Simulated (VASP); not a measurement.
LiH:

```
Li H
1.0
     2.41835    0.00000    0.00000
     0.00000    2.41835    0.00000
     0.00000    0.00000    2.41835
Li H
1 1
Cartesian
  0.0000 0.0000 0.0000
  1.2092 1.2092 1.2092
```

This cell differs from its parent crystal: strain -3.3%.

Base run:

```yaml
Program: VASP 6.6.1
Functional: PBE
Potentials_or_basis: VASP PAW PBE potentials, release 64 (Li_sv, H)
Cutoff: 520 eV
k_mesh: 10 × 10 × 10
Occupations: fermi-dirac, width 0.02 eV
Spin: no spin polarisation
```

Its results: band gap on the k mesh 0.71 eV, indirect (least direct gap 4.29 eV).

The run is repeated on the same cell with these changes: functional from PBE to r2SCAN; occupations from fermi-dirac, width 0.02 eV to gaussian, width 0.01 eV. What comes out?

Band gap on the k mesh 1.28 eV, indirect (least direct gap 4.98 eV).

A k mesh can miss the band edges.
